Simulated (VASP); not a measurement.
SiAsP3, 5 atoms in the cell. It takes space group Pm-3m (No. 221, cubic). The conventional cell has a = 5.051 Å, b = 5.051 Å, c = 5.051 Å, α = 90.00°, β = 90.00°, γ = 90.00°. Within 4.7 Å of Si (site symmetry m-3m) lie 12 P at 3.57 Å and 8 As at 4.37 Å. As (site symmetry m-3m) has 6 P at 2.53 Å within 3.3 Å. Within 3.3 Å of P (site symmetry 4/mmm) lie 2 As at 2.53 Å. 

| Property | Result |
| --- | --- |
| Program | VASP 6.6.1 |
| Task | relaxation of cell and atoms |
| Functional | PBEsol |
| Potentials or basis | VASP PAW PBE potentials, release 64 (Si, As, P) |
| Cutoff | 600 eV |
| k mesh | 4 × 4 × 4 |
| Occupations | fermi-dirac, width 0.03 eV |
| Spin | no spin polarisation |
| Dipole correction | no |
| Further INCAR settings | ALGO = Normal; EDIFF = 1e-07; IBRION = 2; EDIFFG = -0.01; NSW = 100; ISIF = 3 |

Potentials or basis: VASP PAW PBE potentials, release 64 (Si, As, P).

Command:

```bash
$ cat potpaw_PBE.64/Si/POTCAR potpaw_PBE.64/As/POTCAR potpaw_PBE.64/P/POTCAR > POTCAR
$ mpirun -np 1 vasp_std > vasp.out
```

Hardware: 1 thread of Oxide Virtual Turin-like Processor (shared host).

Question: How long does it take, and how much memory?

Answer: It took 96 s on 1 thread of Oxide Virtual Turin-like Processor (shared host), peak memory 0.22 GiB. Counts: scf iterations 33, k points 10, ion steps 3.
